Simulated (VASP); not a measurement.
Input of a VASP 6.6.1 run:

File INCAR:

```
SYSTEM = Rh
PREC = Accurate
ENCUT = 520
EDIFF = 1E-6
ISMEAR = -1
SIGMA = 0.1
LREAL = .FALSE.
LASPH = .TRUE.
NELM = 100
ALGO = Normal
ISIF = 2
LWAVE = .FALSE.
LCHARG = .FALSE.
GGA = RP
NBANDS = 22
```

File KPOINTS:

```
Automatic mesh
0
G
  14 14 13
  0 0 0
```

The input POSCAR:

```
Rh
1.0
   -2.7634885398      3.1797357411      1.3564733176
    3.1797357411     -2.7634885398      1.3564733176
    1.9352499982      1.9352499982     -0.5941158061
Rh
2
Direct
    0.0102247971      0.9897752029      0.0000000000
    0.7397752029      0.2602247971      0.5000000000
```

Potentials or basis: VASP PAW PBE potentials, release 64 (Rh_pv).

Command:

```bash
$ cat potpaw_PBE.64/Rh_pv/POTCAR > POTCAR
$ mpirun -np 1 vasp_std > vasp.out
```

Q: What does it give for the pressure?

A: -13.4 GPa.

Q: Estimate the largest force.

A: 0.098 eV/Å.

Q: What does it give for the band gap on the k mesh?

A: Zero (bands 15 and 16 overlap by 1.61 eV).

Forces on the atoms (eV/Å):
```
Rh  -0.070  0.070  0.000
Rh   0.070 -0.070  0.000
```

Caveat: the cell stands under tension; the PAW data sets were made with another functional, which shifts forces and pressure a little.
